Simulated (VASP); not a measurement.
# ScAl3 (Pm-3m) in VASP: a series of runs, part 2 of 2

VASP 6.6.1.

**4. Single point, r2SCAN**

This run uses another cell than the first one, of 13.81 Å³/atom.

Input file POSCAR:

```
ScAl3
1.0
    3.8086840889      0.0000000000      0.0000000000
    0.0000000000      3.8086840889      0.0000000000
    0.0000000000      0.0000000000      3.8086840889
Sc Al
1 3
Direct
    0.0000000000      0.0000000000      0.0000000000
    0.5000000000      0.0000000000      0.5000000000
    0.0000000000      0.5000000000      0.5000000000
    0.5000000000      0.5000000000      0.0000000000
```

Input file INCAR.step1:

```
ALGO = Normal
EDIFF = 1E-4
ENCUT = 520
GGA = PE
ISMEAR = 0
LASPH = T
LCHARG = F
LREAL = F
LWAVE = T
NBANDS = 18
NELM = 100
PREC = Accurate
SIGMA = 0.1
```

Input file INCAR.step2:

```
ALGO = Normal
EDIFF = 1E-6
ENCUT = 520
ISIF = 2
ISMEAR = 0
ISTART = 1
LASPH = T
LCHARG = F
LMIXTAU = T
LREAL = F
LWAVE = F
METAGGA = R2SCAN
NBANDS = 18
NELM = 100
PREC = Accurate
SIGMA = 0.1
```

Input file KPOINTS:

```
k-points
0
Gamma
  12 12 12
```

Potentials or basis: VASP PAW PBE potentials, release 64 (Sc_sv, Al).

Run with:

```bash
cat potpaw_PBE.64/Sc_sv/POTCAR potpaw_PBE.64/Al/POTCAR > POTCAR
cp INCAR.step1 INCAR
mpirun -np 1 vasp_std > vasp.out
cp INCAR.step2 INCAR
mpirun -np 1 vasp_std > vasp.out
```

OUTCAR:

```text
EDIFF = 1E-6
   ENCUT = 520
   ISIF = 2
   ISMEAR = 0
   ISTART = 1
   LASPH = T
   LREAL = F
   METAGGA = R2SCAN
   NELM = 100
   PREC = Accurate

 ion  position               nearest neighbor table
   1  0.000  0.000  0.000-   2 2.69   3 2.69   4 2.69   2 2.69   3 2.69   3 2.69   4 2.69   3 2.69
                             2 2.69   4 2.69   2 2.69   4 2.69
   2  0.500  0.000  0.500-   1 2.69   3 2.69   4 2.69   1 2.69   4 2.69   3 2.69   4 2.69   4 2.69
                             1 2.69   3 2.69   1 2.69   3 2.69
   3  0.000  0.500  0.500-   1 2.69   2 2.69   4 2.69   1 2.69   4 2.69   1 2.69   2 2.69   1 2.69
                             2 2.69   4 2.69   4 2.69   2 2.69
   4  0.500  0.500  0.000-   1 2.69   2 2.69   3 2.69   2 2.69   3 2.69   1 2.69   2 2.69   2 2.69
                             1 2.69   3 2.69   3 2.69   1 2.69

  LATTYP: Found a simple cubic cell.
 ALAT       =     3.8086840889

  Lattice vectors:

 A1 = (   3.8086840889,   0.0000000000,   0.0000000000)
 A2 = (   0.0000000000,   3.8086840889,   0.0000000000)
 A3 = (   0.0000000000,   0.0000000000,   3.8086840889)

Analysis of symmetry for initial positions (statically):
=====================================================================
 Subroutine PRICEL returns:
 Original cell was already a primitive cell.

 Routine SETGRP: Setting up the symmetry group for a
 simple cubic supercell.

 Subroutine GETGRP returns: Found 48 space group operations
 (whereof 48 operations were pure point group operations)
 out of a pool of 48 trial point group operations.

The static configuration has the point symmetry O_h .

Analysis of symmetry for dynamics (positions and initial velocities):
=====================================================================
 Subroutine PRICEL returns:
 Original cell was already a primitive cell.

 Routine SETGRP: Setting up the symmetry group for a
 simple cubic supercell.

 Subroutine GETGRP returns: Found 48 space group operations
 (whereof 48 operations were pure point group operations)
 out of a pool of 48 trial point group operations.

The dynamic configuration has the point symmetry O_h .

 Subroutine INISYM returns: Found 48 space group operations
 (whereof 48 operations are pure point group operations),
 and found     1 'primitive' translations

----------------------------------------------------------------------------------------

                                     Primitive cell

  volume of cell :      55.2491

  direct lattice vectors                    reciprocal lattice vectors
     3.808684089  0.000000000  0.000000000     0.262557875  0.000000000  0.000000000
     0.000000000  3.808684089  0.000000000     0.000000000  0.262557875  0.000000000
     0.000000000  0.000000000  3.808684089     0.000000000  0.000000000  0.262557875

  length of vectors
     3.808684089  3.808684089  3.808684089     0.262557875  0.262557875  0.262557875

  position of ions in fractional coordinates (direct lattice)
     0.000000000  0.000000000  0.000000000
     0.500000000  0.000000000  0.500000000
     0.000000000  0.500000000  0.500000000
     0.500000000  0.500000000  0.000000000

  ion indices of the primitive-cell ions
   primitive index   ion index
                 1           1
[... 28 lines left out ...]
 Found     84 irreducible k-points:

 Following reciprocal coordinates:
            Coordinates               Weight
  0.000000  0.000000  0.000000      1.000000
  0.083333  0.000000  0.000000      6.000000
  0.166667  0.000000  0.000000      6.000000
  0.250000  0.000000  0.000000      6.000000
  0.333333  0.000000  0.000000      6.000000
  0.416667  0.000000  0.000000      6.000000
[... 16 lines left out ...]
  0.333333  0.333333  0.000000     12.000000
  0.416667  0.333333  0.000000     24.000000
 [... further k-points ...]
   k-points           NKPTS =     84   k-points in BZ     NKDIM =     84   number of bands    NBANDS=     18
   number of dos      NEDOS =    301   number of ions     NIONS =      4
   total plane-waves  NPLWV =  21952
   dimension x,y,z NGX =    28 NGY =   28 NGZ =   28
   dimension x,y,z NGXF=    56 NGYF=   56 NGZF=   56
   ions per type =               1   3
   NGX,Y,Z   is equivalent  to a cutoff of  12.22, 12.22, 12.22 a.u.
   NGXF,Y,Z  is equivalent  to a cutoff of  24.44, 24.44, 24.44 a.u.
 SYSTEM =  unknown system
   PREC   = accura    normal or accurate (medium, high low for compatibility)
   ISTART =      1    job   : 0-new  1-cont  2-samecut
   ICHARG =      0    charge: 1-file 2-atom 10-const
   ISPIN  =      1    spin polarized calculation?
   LNONCOLLINEAR =      F non collinear calculations
   LSORBIT =      F    spin-orbit coupling
   LASPH  =      T    aspherical Exc in radial PAW
   ENCUT  =  520.0 eV  38.22 Ry    6.18 a.u.   7.08  7.08  7.08*2*pi/ulx,y,z
   NELM   =    100;   NELMIN=  2; NELMDL=  0     # of ELM steps
   EDIFF  = 0.1E-05   stopping-criterion for ELM
   LREAL  =      F    real-space projection
   EDIFFG = 0.1E-04   stopping-criterion for IOM
   NSW    =      0    number of steps for IOM
   IBRION =     -1    ionic relax: 0-MD 1-quasi-New 2-CG
   NFREE  =      0    steps in history (QN), initial steepest desc. (CG)
   ISIF   =      2    stress and relaxation
   ISYM   =      2    0-nonsym 1-usesym 2-fastsym
   POTIM  = 0.5000    time-step for ionic-motion
   TEBEG  =    0.0;   TEEND  =   0.0 temperature during run
   PSTRESS=    0.0 pullay stress
   NELECT =      20.0000    total number of electrons
   NUPDOWN=      -1.0000    fix difference up-down
   EMIN   =  10.00;   EMAX   =-10.00  energy-range for DOS
   EFERMI =   0.00;   METHOD = LEGACY
   ISMEAR =     0;   SIGMA  =   0.10  broadening in eV -4-tet -1-fermi 0-gaus
   EFERMI_NEDOS =   21; number of points for ismear=-14 and -15
   IALGO  =     38    algorithm
   IMIX   =      4    mixing-type and parameters
     AMIX     =   0.40;   BMIX     =  1.00
     AMIX_MAG =   1.60;   BMIX_MAG =  1.00
  volume/ion in A,a.u.               =      13.81        93.21
  Fermi-wavevector in a.u.,A,eV,Ry     =   1.166747  2.204831 18.521579  1.361298
  Thomas-Fermi vector in A             =   2.303256
   LORBIT       =      0    0 simple, 1 ext, 2 COOP (PROOUT), +10 PAW based schemes
   METAGGA = R2SCAN    functional components
   LHFCALC =     F    Hartree Fock is set to
   AEXX    =    0.0000 exact exchange contribution
   IVDW    =     0    specifies the selected vdW correction
   LEPSILON=     F    determine dielectric tensor
   LRPA    =     F    only Hartree local field effects (RPA)
 non-spin polarized calculation
 Gauss-broadening in eV      SIGMA  =   0.10
  energy-cutoff  :      520.00
  volume of cell :       55.25
 maximum number of plane-waves:      1504
   NGX = 15   NGY = 15   NGZ = 15

 number of electron      19.9999996 magnetization

 Free energy of the ion-electron system (eV)
  ---------------------------------------------------
  ext. energy  EPLUGINS =         0.00000000
  ---------------------------------------------------
  free energy    TOTEN  =       -32.48562074 eV

  energy without entropy =      -32.47964717  energy(sigma->0) =      -32.48263395

 E-fermi :   9.3254     XC(G=0): -12.0329

 val. band max:        9.3119346667   @ k =   0.3333   0.2500   0.0000
 cond. band min:       9.3544163577   @ k =   0.2500   0.1667   0.0833
 fundamental gap:      0.0424816909
 Fermi energy:         9.3253884583

 k-point     1 :       0.0000    0.0000    0.0000
  band No.  band energies     occupation
      1     -40.9466      2.00000
      2     -18.7875      2.00000
      3     -18.7875      2.00000
      4     -18.7875      2.00000
      5      -2.4458      2.00000
      6       6.2898      2.00000
[... 481 lines left out ...]
      5       0.4074      2.00000
      6       2.5176      2.00000
[... 10 lines left out ...]
     17      15.2415      0.00000
     18      17.1022      0.00000

 [... further k-points ...]

------------------------ aborting loop because EDIFF is reached ----------------------------------------

  FORCE on cell =-STRESS in cart. coord.  units (eV):
  Direction    XX          YY          ZZ          XY          YZ          ZX
  --------------------------------------------------------------------------------------
  -------------------------------------------------------------------------------------
  Total       10.3613133     10.3613133     10.3613133      0.0000000     -0.0000000     -0.0000000
  in kB      300.4695960    300.4695960    300.4695960      0.0000000     -0.0000000     -0.0000000
  external PRESSURE =     300.4695960 kB  Pullay stress =       0.0000000 kB

 VOLUME and BASIS-vectors are now :
 -----------------------------------------------------------------------------
  energy-cutoff  :      520.00
  volume of cell :       55.25
      direct lattice vectors                 reciprocal lattice vectors
     3.808684089  0.000000000  0.000000000     0.262557875  0.000000000  0.000000000
     0.000000000  3.808684089  0.000000000     0.000000000  0.262557875  0.000000000
     0.000000000  0.000000000  3.808684089     0.000000000  0.000000000  0.262557875

 POSITION                                       TOTAL-FORCE (eV/Angst)
 -----------------------------------------------------------------------------------
      0.00000      0.00000      0.00000         0.000000      0.000000      0.000000
      1.90434      0.00000      1.90434         0.000000      0.000000      0.000000
      0.00000      1.90434      1.90434         0.000000      0.000000      0.000000
      1.90434      1.90434      0.00000         0.000000      0.000000      0.000000
 -----------------------------------------------------------------------------------
    total drift:                               -0.000000     -0.000000     -0.000000

  FREE ENERGIE OF THE ION-ELECTRON SYSTEM (eV)
  ---------------------------------------------------
  free  energy   TOTEN  =       -32.4856207354 eV

  energy  without entropy=      -32.4796471675  energy(sigma->0) =      -32.48263395
```

Wall time 2.1 min (1 thread of Oxide Virtual Turin-like, shared host); peak memory 0.19 GiB.

Results:

```yaml
Free_energy: -32.4856 eV
Pressure: 30.0 GPa
Band_gap_on_the_k_mesh: zero (bands 10 and 11 overlap by 4.72 eV)
```

Caveat: the cell stands under pressure; the PAW data sets were made with another functional, which shifts forces and pressure a little.

**5. Overview**

| cell | k mesh | gap on the mesh (eV) | pressure (GPa) |
| --- | --- | --- | --- |
| a = 4.132 Å, 4 atoms | 10 × 10 × 10 | none | -3.0 |
| a = 3.655 Å, 4 atoms | 12 × 12 × 12 | none | 60.2 |
| a = 3.809 Å, 4 atoms | 12 × 12 × 12 | none | 30.0 |

Alike in all rows: task single point; level r2SCAN; potentials or basis VASP PAW PBE potentials, release 64 (Sc_sv, Al); no spin polarisation; cutoff (eV) 520; smearing gaussian 0.1 eV.

Caveats: the PAW data sets were made with another functional, which shifts forces and pressure a little; the cell stands under pressure (at least some runs); the cell stands under tension (at least some runs).

Total energies depend on the potentials used, so only differences within one code and one set of settings carry meaning.

The gap in the log of VASP goes by the Fermi energy; the results here count the filled bands.